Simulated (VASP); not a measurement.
A run of VASP 6.6.1 is set up as follows.

Contents of INCAR:

```
  PREC = Accurate
  ENCUT = 520
  EDIFF = 1E-7
  ISMEAR = 0
  SIGMA = 0.1
  LREAL = F
  LASPH = T
  NELM = 60
  ALGO = Normal
  ISIF = 2
  LWAVE = F
  LCHARG = F
  GGA = PE
  NBANDS = 22
```

File KPOINTS:

```
regular mesh
0
Gamma
  4 4 4
```

The input POSCAR:

```
RbB2Ru
1.0
    3.7755262800      0.0000000000      0.0000000000
    0.0000000000      3.7755262800      0.0000000000
    0.0000000000      0.0000000000      5.0816420900
Rb B Ru
1 2 1
Direct
    0.5000000000      0.5000000000      0.5000000000
    0.0000000000      0.0000000000      0.5000000000
    0.5000000000      0.5000000000      0.0000000000
    0.0000000000      0.0000000000      0.0000000000
```

Potentials or basis: VASP PAW PBE potentials, release 64 (Rb_sv, B, Ru_pv).

Launch:

```sh
$ cat potpaw_PBE.64/Rb_sv/POTCAR potpaw_PBE.64/B/POTCAR potpaw_PBE.64/Ru_pv/POTCAR > POTCAR
$ mpirun -np 1 vasp_std > vasp.out
```

**Question.** Predict the pressure.

**Answer.** -10.8 GPa.

Stress tensor (GPa, compression positive):
```
-10.48   0.00   0.00
  0.00 -10.48   0.00
  0.00   0.00 -11.37
```

Caveat: the k points lie up to 0.42 Å⁻¹ apart.
